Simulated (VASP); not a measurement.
Wanted: the native input for a VASP 6.6.1 run.

| Property | Result |
| --- | --- |
| Task | single point |
| Functional | PBEsol |
| Potentials or basis | VASP PAW PBE potentials, release 64 (C) |
| Cutoff | 520 eV |
| k mesh | 18 × 18 × 2 |
| Occupations | gaussian, width 0.1 eV |
| Spin | no spin polarisation |
| Dipole correction | no |
| Further INCAR settings | ALGO = Normal; EDIFF = 1e-06; NBANDS = 16 |

The structure of C lies in POSCAR:

```
C
1.0
    2.4589569349      0.0000000000      0.0000000000
   -1.2294784674      2.1295191724      0.0000000000
    0.0000000000      0.0000000000     24.1112662196
C
4
Direct
    0.0000000000      0.0000000000      0.5748408947
    0.0000000000      0.0000000000      0.4251591053
    0.3333333333      0.6666666667      0.4251484905
    0.6666666667      0.3333333333      0.5748515095
```

These files were run (other wordings do the same):

INCAR

```
SYSTEM = C
ALGO = Normal
EDIFF = 1E-6
ENCUT = 520
GGA = PS
ISIF = 2
ISMEAR = 0
LASPH = .True.
LCHARG = .False.
LREAL = .False.
LWAVE = .False.
NBANDS = 16
NELM = 60
PREC = Accurate
SIGMA = 0.1
```

KPOINTS

```
k-points
0
Gamma
  18 18 2
  0 0 0
```

Potentials or basis: VASP PAW PBE potentials, release 64 (C).

Command:

```bash
$ cat potpaw_PBE.64/C/POTCAR > POTCAR
$ mpirun -np 1 vasp_std > vasp.out
```

Results of the run:

```yaml
Band_gap_on_the_k_mesh: zero (filled and empty bands touch)
```

Caveat: there is no dipole correction, which matters where the two faces differ.

Run time: 5.3 min on 1 thread of Intel Xeon 8259CL (shared host), peak memory 0.28 GiB.
